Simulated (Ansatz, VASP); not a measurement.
## KBr in VASP and in Ansatz

POSCAR

```
KBr
1.0
    5.6185814494      0.0000000000      0.0000000000
   -2.8092907247      4.8658342684      0.0000000000
    0.0000000000      0.0000000000      6.3919504017
K Br
2 2
Direct
    0.3333333333      0.6666666667     -0.0625000000
    0.6666666667      0.3333333333      0.4375000000
    0.3333333333      0.6666666667      0.4375000000
    0.6666666667      0.3333333333      0.9375000000
```

Contents of INCAR.step1:

```
ALGO = Normal
EDIFF = 1E-4
ENCUT = 520
GGA = PE
ISMEAR = 0
LASPH = True
LCHARG = False
LREAL = False
LWAVE = True
NBANDS = 24
NELM = 100
PREC = Accurate
SIGMA = 0.01
```

INCAR.step2

```
ALGO = Normal
EDIFF = 1E-6
ENCUT = 520
ISIF = 2
ISMEAR = 0
ISTART = 1
LASPH = True
LCHARG = False
LMIXTAU = True
LREAL = False
LWAVE = False
METAGGA = R2SCAN
NBANDS = 24
NELM = 100
PREC = Accurate
SIGMA = 0.01
```

The input KPOINTS:

```
k-points
0
Gamma
  6 6 4
```

Input for Ansatz:

```yaml
crystal:
  lattice:
    - [5.6185814494, 0.0, 0.0]
    - [-2.8092907247, 4.8658342684, 0.0]
    - [0.0, 0.0, 6.3919504017]
  atoms:
    - { symbol: K, position: [0.3333333333, 0.6666666667, -0.0625] }
    - { symbol: K, position: [0.6666666667, 0.3333333333, 0.4375] }
    - { symbol: Br, position: [0.3333333333, 0.6666666667, 0.4375] }
    - { symbol: Br, position: [0.6666666667, 0.3333333333, 0.9375] }
kpoints:
  mp_grid: { grid: [6, 6, 4] }
  band_path:
    path:
      - [0.0, 0.0, 0.0]
      - [0.5, 0.0, 0.0]
      - [0.3333333333, 0.3333333333, 0.0]
      - [0.0, 0.0, 0.5]
      - [0.5, 0.0, 0.5]
      - [0.3333333333, 0.3333333333, 0.5]
    npoints: 1
hamiltonian:
  xc: r2scan
scf:
  occupations: { method: fixed }
  n_extra_bands: 5
output:
  forces: true
  stress: true
  eigenvalues: true
```

Change from the starting cell: uniaxial_z strain -2.5%.

Alike in both runs: task single point; functional r2SCAN; k mesh 6 × 6 × 4; no spin polarisation.

|  | VASP | Ansatz |
| --- | --- | --- |
| version | VASP 6.6.1 | Ansatz 0.2.0 |
| potentials or method | VASP PAW PBE potentials, release 64 (K_sv, Br) | plane waves, PAW |
| plane-wave cutoff (eV) | 520 | 500 |
| occupations | gaussian, width 0.01 eV | fixed |
| valence electrons in the cell | 32 | 32 |

```csv
,VASP,Ansatz,Ansatz less VASP
gap on the k mesh at the Fermi level (eV),4.79,4.79,-0.002
pressure (GPa),0.4,0.4,0.00
"traceless stress, the component that is largest in VASP (GPa)",0.61,0.60,-0.007
```

VASP's potentials were made for PBE, not for r2SCAN.
